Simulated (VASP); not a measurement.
ZrB2, 3 atoms in the cell. The typed cell holds 3 atoms: a = 3.170 Å, b = 3.170 Å, c = 3.533 Å, α = 90.00°, β = 90.00°, γ = 120.00°. 

```yaml
Program: VASP 6.6.1
Task: single point
Functional: PBE
Potentials_or_basis: VASP PAW PBE potentials, release 64 (Zr_sv, B)
Cutoff: 420 eV
k_mesh: 7 × 7 × 5
Occupations: fermi-dirac, width 0.08 eV
Spin: no spin polarisation
Dipole_correction: no
Further_INCAR_settings: ALGO = Normal; EDIFF = 1e-06; NBANDS = 16
```

Potentials or basis: VASP PAW PBE potentials, release 64 (Zr_sv, B).

Command:

```bash
$ cat potpaw_PBE.64/Zr_sv/POTCAR potpaw_PBE.64/B/POTCAR > POTCAR
$ mpirun -np 1 vasp_std > vasp.out
```

Hardware: 1 thread of Intel Xeon 8259CL, with other jobs on the host.

Q: Estimate the wall time of this run.

A: Wall time 51 s on 1 thread of Intel Xeon 8259CL (shared host), peak memory 0.17 GiB. Counts: scf iterations 13, k points 123.
